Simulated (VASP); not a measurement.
Runs of VASP 6.6.1 on HgTe (rocksalt type). The structure is that of space group Fm-3m (No. 225), or close to it. The cells are those of the table. 

```tsv
task	cell	cutoff (eV)	k mesh for the DOS	occupations for the DOS	gap on the mesh (eV)	pressure (GPa)
single point	a = 3.444 Å, angles 60.0°, 2 atoms	520	-	-	none	189.7
single point	a = 3.902 Å, angles 60.0°, 2 atoms	520	-	-	none	(b)
single point	a = 4.028 Å, angles 60.0°, 2 atoms	520	-	-	none	12.5
single point	a = 3.768 Å, angles 60.0°, 2 atoms	520	-	-	none	(a)
single point	a = 4.118 Å, angles 60.0°, 2 atoms	520	-	-	none	5.4
single point	a = 4.204 Å, angles 60.0°, 2 atoms	520	-	-	none	0.4
relaxation of cell and atoms	relaxed from a = 4.212 Å, angles 60.0°, 2 atoms	600	-	-	none	0.0
```

Alike in all rows: level LDA; potentials or basis VASP PAW LDA potentials, release 64 (Hg, Te); no spin polarisation; k mesh 12 × 12 × 12; smearing fermi-dirac 0.05 eV.

Problem. Fill in the values left out.

Solution. (a) 52.9; (b) 27.5.

Caveats: spin-orbit coupling is left out, which moves the levels of the heavy elements.

A k mesh can miss the band edges, and the runs leave out spin-orbit coupling on Hg, Te.

A gap of «none» marks levels without a gap at the run's occupations.
